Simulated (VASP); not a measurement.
The system is PbS.

```
Pb S
1.0
     5.02592    0.00000    0.00000
    -2.51296    4.35257    0.00000
     0.00000    0.00000    6.03812
Pb S
2 2
Direct
  0.33333 0.66667 0.25000
  0.66667 0.33333 0.75000
  0.66667 0.33333 0.25000
  0.33333 0.66667 0.75000
```

| Property | Result |
| --- | --- |
| Program | VASP 6.6.1 |
| Task | relaxation of cell and atoms |
| Functional | LDA |
| Potentials or basis | VASP PAW LDA potentials, release 64 (Pb_d, S) |
| Cutoff | 500 eV |
| k mesh | 6 × 6 × 4 |
| Occupations | fermi-dirac, width 0.02 eV |
| Spin | no spin polarisation |

At the start: pressure -3.3 GPa; volume 33.02 Å³/atom.

Q: How do energy, volume and symmetry change on relaxing?

A: Over 7 steps the energy falls by 28.3 meV/atom and the volume is 30.49 Å³/atom (-7.7 %); space group P6_3/mmc (No. 194, to 0.1 Å) before and after.

Step by step:
```tsv
step	energy change (eV)	largest force (eV/Å)	pressure (GPa)	volume (Å³)
1	0.0000	0.0000	-3.35	132.09
2	-0.1030	0.0000	1.18	119.33
3	-0.1129	0.0000	0.00	122.03
4	-0.1129	0.0000	-0.07	122.22
5	-0.1130	0.0000	-0.08	122.19
6	-0.1130	0.0000	-0.07	122.19
7	-0.1130	0.0000	0.02	121.95
```

Final structure:
```
Pb S
1.0
     4.89478    0.00000    0.00000
    -2.44739    4.23901    0.00000
     0.00000    0.00000    5.87736
Pb S
2 2
Direct
  0.33333 0.66667 0.25000
  0.66667 0.33333 0.75000
  0.66667 0.33333 0.25000
  0.33333 0.66667 0.75000
```
